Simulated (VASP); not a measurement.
C:

```xyz
1
Lattice="-1.1826 1.1826 1.1826 1.1826 -1.1826 1.1826 1.1826 1.1826 -1.1826" Properties=species:S:1:pos:R:3 pbc="T T T"
C     0.0000    0.0000    0.0000
```

```yaml
Program: VASP 6.6.1
Task: relaxation of cell and atoms
Functional: RPBE
Potentials_or_basis: VASP PAW PBE potentials, release 64 (C)
Cutoff: 600 eV
k_mesh: 18 × 18 × 18
Occupations: fermi-dirac, width 0.1 eV
Spin: no spin polarisation
```

At the start: pressure 5.6 GPa; volume 6.62 Å³/atom.

**Question.** Where does the relaxation end?

**Answer.** Over 3 steps the energy falls by 3.5 meV/atom and the volume is 6.82 Å³/atom (+3.1 %); space group Im-3m (No. 229, to 0.05 Å).

Step by step:
| step | energy change (eV) | largest force (eV/Å) | pressure (GPa) | volume (Å³) |
| --- | --- | --- | --- | --- |
| 1 | 0.0000 | 0.0000 | 5.62 | 6.62 |
| 2 | -0.0035 | 0.0000 | -0.46 | 6.84 |
| 3 | -0.0035 | 0.0000 | 0.00 | 6.82 |

Final structure:
```
CELL_PARAMETERS angstrom
-1.19479 1.19479 1.19479
1.19479 -1.19479 1.19479
1.19479 1.19479 -1.19479
ATOMIC_POSITIONS crystal
C 0.00000 0.00000 0.00000
```

Caveat: the PAW data sets were made with another functional, which shifts forces and pressure a little.
